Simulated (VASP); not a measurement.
A run of VASP 6.6.1 is set up as follows.

The input POSCAR:

```
AgCl
1.0
    3.3955880419      0.0000000000      0.0000000000
    0.0000000000      3.3955880419      0.0000000000
    0.0000000000      0.0000000000      3.3955880419
Ag Cl
1 1
Direct
    0.0000000000      0.0000000000      0.0000000000
    0.5000000000      0.5000000000      0.5000000000
```

The input INCAR.step1:

```
SYSTEM = AgCl
ALGO = Normal
EDIFF = 1E-4
ENCUT = 520
GGA = PE
ISMEAR = 0
LASPH = .True.
LCHARG = .False.
LREAL = .False.
LWAVE = .True.
NBANDS = 16
NELM = 60
PREC = Accurate
SIGMA = 0.01
```

File INCAR.step2:

```
SYSTEM = AgCl
ALGO = Normal
EDIFF = 1E-6
ENCUT = 520
ISIF = 2
ISMEAR = 0
ISTART = 1
LASPH = .True.
LCHARG = .False.
LMIXTAU = .True.
LREAL = .False.
LWAVE = .False.
METAGGA = R2SCAN
NBANDS = 16
NELM = 60
PREC = Accurate
SIGMA = 0.01
```

KPOINTS

```
k-points
0
Gamma
  6 6 6
  0 0 0
```

Potentials or basis: VASP PAW PBE potentials, release 64 (Ag, Cl).

The run is started by

```bash
$ cat potpaw_PBE.64/Ag/POTCAR potpaw_PBE.64/Cl/POTCAR > POTCAR
$ cp INCAR.step1 INCAR
$ mpirun -np 1 vasp_std > vasp.out
$ cp INCAR.step2 INCAR
$ mpirun -np 1 vasp_std > vasp.out
```

(1) What does it give for the pressure?

(2) What does it give for the band gap on the k mesh?

Results:

(1) -0.1 GPa.

(2) 1.19 eV, indirect (least direct gap 2.86 eV).

Caveat: the PAW data sets were made with another functional, which shifts forces and pressure a little.
